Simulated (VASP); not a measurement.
Input of a VASP 6.6.1 run:

The input INCAR:

```
ALGO = Normal ; EDIFF = 1E-6
ENCUT = 520 ; GGA = PE
ISIF = 2 ; ISMEAR = -1
LASPH = T ; LCHARG = F
LREAL = F ; LWAVE = F
NBANDS = 13 ; NELM = 60
PREC = Accurate ; SIGMA = 0.05
```

KPOINTS

```
k-points
0
Gamma
  10 10 8
```

POSCAR

```
O
1.0
    2.8030646531     -1.6342339543      0.0000000000
    2.8030646531      1.6342339543      0.0000000000
   -2.3538989615      0.0000000000      3.5852238286
O
2
Direct
    0.0254538300      0.0254538300      0.1555740200
    0.9745461700      0.9745461700      0.8444259800
```

Potentials or basis: VASP PAW PBE potentials, release 64 (O).

The run is started by

```sh
$ cat potpaw_PBE.64/O/POTCAR > POTCAR
$ mpirun -np 1 vasp_std > vasp.out
```

Estimate the pressure.

3.1 GPa.

Predict the largest force.

2.549 eV/Å.

Predict the band gap on the k mesh.

zero (bands 6 and 7 overlap by 0.27 eV).

Stress tensor (GPa, compression positive):
```
 2.34  0.00 -4.16
 0.00 -3.51  0.00
-4.16  0.00 10.49
```

Caveat: the standard files for N, O and F lose accuracy on very short bonds; spin is off for a triplet molecule; the stress differs along the axes, from -4 to 10 GPa; this functional lacks dispersion, which holds the molecules together, so the pressure and a relaxed volume are unreliable; forces of over 1 eV/Å act on the atoms, so gaps and moduli don't describe the material at rest.
